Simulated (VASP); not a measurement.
**BeS: relaxation of cell and atoms with PBEsol**

Crystal: BeS.

```
Be S
1.0
     0.00000    2.41896    2.41896
     2.41896    0.00000    2.41896
     2.41896    2.41896    0.00000
Be S
1 1
Direct
  0.00000 0.00000 0.00000
  0.75000 0.75000 0.75000
```

```json
{
 "Program": "VASP 6.6.1",
 "Task": "relaxation of cell and atoms",
 "Functional": "PBEsol",
 "Potentials or basis": "VASP PAW PBE potentials, release 64 (Be, S)",
 "Cutoff": "600 eV",
 "k mesh": "8 × 8 × 8",
 "Occupations": "gaussian, width 0.01 eV",
 "Spin": "no spin polarisation",
 "Target pressure": "10 GPa",
 "Dipole correction": "no",
 "Further INCAR settings": "ALGO = Normal; EDIFF = 1e-06; IBRION = 2; EDIFFG = -0.002; NSW = 100; ISIF = 3"
}
```

```
Relaxed volume                                         : 12.99 Å³/atom
Relaxed cell                                           : a = 3.325 Å, b = 3.325 Å, c = 3.325 Å, α = 60.00°, β = 60.00°, γ = 60.00°
Space group after relaxing (to 0.05 Å)                 : F-43m (No. 216)
Energy change on relaxing (the enthalpy is what falls) : +34.6 meV/atom
Ionic steps                                            : 3
Pressure after relaxing                                : 10.0 GPa
Band gap on the k mesh                                 : 2.70 eV, indirect (least direct gap 5.55 eV)
```

Step by step:
| step | energy change (eV) | largest force (eV/Å) | pressure (GPa) | volume (Å³) |
| --- | --- | --- | --- | --- |
| 1 | 0.0000 | 0.0000 | 0.19 | 28.31 |
| 2 | 0.1564 | 0.0000 | 16.09 | 24.91 |
| 3 | 0.0692 | 0.0000 | 9.98 | 25.99 |

Final structure:
```cif
data_structure
_symmetry_space_group_name_H-M 'P 1'
_symmetry_Int_Tables_number 1
_cell_length_a 3.3247
_cell_length_b 3.3247
_cell_length_c 3.3247
_cell_angle_alpha 60.000
_cell_angle_beta 60.000
_cell_angle_gamma 60.000
_cell_volume 25.99
loop_
_atom_site_label
_atom_site_type_symbol
_atom_site_fract_x
_atom_site_fract_y
_atom_site_fract_z
_atom_site_occupancy
Be1 Be 0.00000 0.00000 0.00000 1
S1 S 0.75000 0.75000 0.75000 1
```

Levels at points of the mesh, in eV from the valence-band top:
```
           k point  band 1  band 2  band 3  band 4  band 5  band 6  band 7  band 8
(0.00, 0.00, 0.00)  -14.39    0.00    0.00    0.00    5.55    5.55    5.55    6.51
(0.50, 0.00, 0.00)  -12.48   -6.50   -1.18   -1.18    5.71    6.44    6.44   11.38
(0.50, 0.50, 0.00)  -11.83   -5.57   -3.02   -3.02    2.70    4.71   13.50   13.50
```

Wall time 12 s on 1 thread of AMD EPYC 9R45 96-Core Processor (Zen 5), on a shared host, peak memory 0.12 GiB.

Caveat: the cell is relaxed towards a set pressure, so the enthalpy falls and the energy may rise; the PAW data sets were made with another functional, which shifts forces and pressure a little. A k mesh can miss the band edges.
